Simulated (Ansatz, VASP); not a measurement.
## One calculation of Ga3As3CO, two programs

```
Ga As O C
1.0
     4.01370    0.00000    0.00000
     0.00000    5.67623    0.00000
     0.00000    0.00000   23.33527
Ga As O C
3 3 1 1
Cartesian
  2.0069 2.8381 4.0000
  0.0000 0.3711 6.2539
  2.0069 2.7783 7.5339
  0.0000 1.4191 4.0000
  2.0069 4.5990 5.8454
  0.0000 1.6391 8.3853
  1.3379 1.6391 11.2853
  1.3379 1.6391 12.4353
```

Alike in both runs: task single point; functional PBE; dispersion D3(BJ); k mesh 7 × 5 × 1; occupations gaussian, width 0.05 eV; no spin polarisation.

|  | VASP | Ansatz |
| --- | --- | --- |
| version | VASP 6.6.1 | Ansatz 0.2.0 |
| potentials or method | VASP PAW PBE potentials, release 64 (Ga_d, As, O, C), cutoff 520 eV | scalar-relativistic, plane waves, PAW |
| valence electrons in the cell | 64 | 94 |

|  | VASP | Ansatz | Ansatz less VASP |
| --- | --- | --- | --- |
| gap on the k mesh at the Fermi level (eV) | 0.40 | 0.41 | +0.008 |
| least direct gap on the mesh (eV) | 0.75 | 0.75 | +0.003 |
| rms of the force components (eV/Å) | 0.387 | 0.556 | +0.1682 |

VASP's potentials hold 64 valence electrons a cell and Ansatz's 94, so a difference there can come from the potentials and not from the codes.

Noted on VASP's run: the standard files for N, O and F lose accuracy on very short bonds.
